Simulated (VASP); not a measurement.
Wanted: the native input for a VASP 6.6.1 run.

```
Task                   : single point
Functional             : PBEsol
Potentials or basis    : VASP PAW PBE potentials, release 64 (Ge_d)
Cutoff                 : 520 eV
k mesh                 : 6 × 6 × 3
Occupations            : fermi-dirac, width 0.05 eV
Spin                   : no spin polarisation
Dipole correction      : no
Further INCAR settings : ALGO = Normal; EDIFF = 1e-07; NBANDS = 36
```

The structure of Ge lies in POSCAR:

```
Ge
1.0
    3.9975858431      0.0000000000      0.0000000000
   -1.9987929216      3.4620108940      0.0000000000
    0.0000000000      0.0000000000      6.5993779500
Ge
4
Direct
    0.3333333333      0.6666666667      0.9370987500
    0.6666666667      0.3333333333      0.4370987500
    0.3333333333      0.6666666667      0.5629012500
    0.6666666667      0.3333333333      0.0629012500
```

This isn't the form of Ge at room conditions, which is diamond.

The input as run:

INCAR

```
SYSTEM = Ge
ALGO = Normal
EDIFF = 1E-7
ENCUT = 520
GGA = PS
ISIF = 2
ISMEAR = -1
LASPH = .TRUE.
LCHARG = .FALSE.
LREAL = .FALSE.
LWAVE = .FALSE.
NBANDS = 36
NELM = 60
PREC = Accurate
SIGMA = 0.05
```

KPOINTS

```
k-points
0
G
  6 6 3
  0 0 0
```

Potentials or basis: VASP PAW PBE potentials, release 64 (Ge_d).

The run is started by

```sh
$ cat potpaw_PBE.64/Ge_d/POTCAR > POTCAR
$ mpirun -np 1 vasp_std > vasp.out
```

Results of the run:

```
Pressure               : 0.0 GPa
Largest force          : 0.020 eV/Å
Band gap on the k mesh : 0.16 eV
```

Caveat: the PAW data sets were made with another functional, which shifts forces and pressure a little.

Run time: 32 s on 1 thread of AMD EPYC 7R43 64-Core Processor (Zen 3) (shared host), peak memory 0.17 GiB.
